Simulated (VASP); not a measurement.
Fe: single point with PBE

Fe:

```xyz
1
Lattice="0.0000 1.9417 1.9651 1.4984 0.0000 1.9651 1.4984 1.9417 0.0000" Properties=species:S:1:pos:R:3 pbc="T T T"
Fe    0.0000    0.0000    0.0000
```

```yaml
Program: VASP 6.6.1
Task: single point
Functional: PBE
Potentials_or_basis: VASP PAW PBE potentials, release 64 (Fe)
Cutoff: 600 eV
k_mesh: 13 × 13 × 13
Occupations: fermi-dirac, width 0.05 eV
Spin: collinear spin, ferromagnetic start
Starting_moments: "[2.2] μB"
```

```json
{"Pressure": "-1.1 GPa", "Net moment": "2.20 μB per cell", "Site moments": "Fe +2.19 μB", "Valence electrons inside the program's atomic spheres": "Fe 7.26"}
```

Stress tensor (GPa, compression positive):
```
-6.25  0.00  0.00
 0.00  2.14  0.00
 0.00  0.00  0.75
```

Levels at points of the mesh, in eV from the Fermi level:
Spin up:
| k point | band 1 | band 2 | band 3 | band 4 | band 5 | band 6 | band 7 | band 8 | band 9 | band 10 |
| --- | --- | --- | --- | --- | --- | --- | --- | --- | --- | --- |
| (0.00, 0.00, 0.00) | -8.42 | -2.45 | -2.37 | -2.04 | -1.35 | -0.96 | 23.85 | 25.33 | 25.58 | 29.50 |
Spin down:
```csv
k point,band 1,band 2,band 3,band 4,band 5,band 6,band 7,band 8
"(0.00, 0.00, 0.00)",-8.26,-0.63,-0.48,0.02,1.28,1.89,23.56,25.11
```

Wall time 3.9 min on 1 thread of Oxide Virtual Turin-like Processor, with other jobs on the host, peak memory 0.18 GiB.

Caveat: the stress differs along the axes, from -6 to 2 GPa.
